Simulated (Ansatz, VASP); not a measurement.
ZnCu in VASP and in Ansatz

```
Zn Cu
1.0
     2.94500    0.00000    0.00000
     0.00000    2.94500    0.00000
     0.00000    0.00000    2.94500
Zn Cu
1 1
Direct
  0.48775 0.48775 0.48775
  0.00000 0.00000 0.00000
```

Change from the starting cell: all Zn atoms moved +0.062 Å, as atom 1 towards its neighbour atom 2 (Cu) at 2.550 Å.

Alike in both runs: task single point; functional PBE; k mesh 16 × 16 × 16; occupations gaussian, width 0.15 eV; no spin polarisation.

|  | VASP | Ansatz |
| --- | --- | --- |
| version | VASP 6.6.1 | Ansatz 0.2.0 |
| potentials or method | VASP PAW PBE potentials, release 64 (Zn, Cu), cutoff 520 eV | scalar-relativistic, plane waves, PAW |
| valence electrons in the cell | 23 | 31 |

```csv
,VASP,Ansatz,Ansatz less VASP
gap on the k mesh at the Fermi level (eV),none,none,-
pressure (GPa),3.5,2.5,-0.99
"traceless stress, the component that is largest in VASP (GPa)",0.15,0.15,-0.003
rms of the force components (eV/Å),0.178,0.175,-0.0026
```

Atom by atom the forces differ by 0.003 eV/Å (rms over components). A gap of «none» marks a metal or a gap that the smearing closes. The functional is the same, so the differences come from potentials, cutoffs and numerics. VASP's potentials hold 23 valence electrons a cell and Ansatz's 31, so a difference there can come from the potentials and not from the codes.
